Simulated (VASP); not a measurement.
Here is a VASP 6.6.1 calculation.

File INCAR:

```
SYSTEM = Cu
PREC = Accurate
ENCUT = 520
EDIFF = 1E-6
ISMEAR = 0
SIGMA = 0.1
LREAL = .FALSE.
LASPH = .TRUE.
NELM = 100
ALGO = Fast
ISIF = 2
LWAVE = .FALSE.
LCHARG = .FALSE.
GGA = CA
NBANDS = 30
```

KPOINTS

```
Automatic mesh
0
G
  18 18 6
  0 0 0
```

The input POSCAR:

```
Cu
1.0
    2.5670412900      0.0000000000      0.0000000000
   -1.2835206450      2.2231229697      0.0000000000
    0.0000000000      0.0000000000      8.3865575143
Cu
4
Direct
    0.0000000000      0.0000000000      0.0000000000
    0.3333333333      0.6666666667      0.2500000000
    0.0000000000      0.0000000000      0.5000000000
    0.6666666667      0.3333333333      0.7500000000
```

Potentials or basis: VASP PAW LDA potentials, release 64 (Cu).

The run is started by

```console
$ cat potpaw_LDA.64/Cu/POTCAR > POTCAR
$ mpirun -np 1 vasp_std > vasp.out
```

Task: What does it give for the pressure?

Result: -13.2 GPa.

Task: Predict the band gap on the k mesh.

Result: Zero (bands 22 and 23 overlap by 5.16 eV).

Caveat: the cell stands under tension.
